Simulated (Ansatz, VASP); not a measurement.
Ni in VASP and in Ansatz

```
CELL_PARAMETERS angstrom
0.00000 1.76795 1.75027
1.76795 0.00000 1.75027
1.76795 1.76795 0.00000
ATOMIC_POSITIONS crystal
Ni 0.00000 0.00000 0.00000
```

Change from the starting cell: zz strain of -1 %, PAW files.

Alike in both runs: task electric field gradients; functional LDA; k mesh 20 × 20 × 20; occupations fermi-dirac, width 0.05 eV; collinear spin.

|  | VASP | Ansatz |
| --- | --- | --- |
| version | VASP 6.6.1 | Ansatz 0.2.0 |
| potentials or method | VASP PAW LDA potentials, release 64 (Ni) | PAW with Ansatz's default frozen-core files, scalar-relativistic |
| plane-wave cutoff (eV) | 520 | 420 |
| valence electrons in the cell | 10 | 18 |

Ansatz gave:

* pressure (GPa): -17.8
* traceless stress, the component that is largest in VASP (GPa): 0.74
* net moment per atom (μB): 0.63
* size of the moment on the site where the two differ most (μB): 0.65
* size of Vzz on the site where it differs most (V/Å²): 0.5

Task: Estimate VASP's values.

Result: Pressure (GPa): -17.7; traceless stress, the component that is largest in VASP (GPa): 0.73; net moment per atom (μB): 0.61; size of the moment on the site where the two differ most (μB): 0.61; size of Vzz on the site where it differs most (V/Å²): 0.7.

LDA's correlation is that of Perdew and Zunger in VASP and of Perdew and Wang (1992) in Ansatz. Site moments also hang on the region over which each program counts them. VASP's potentials hold 10 valence electrons a cell and Ansatz's 18, so a difference there can come from the potentials and not from the codes.
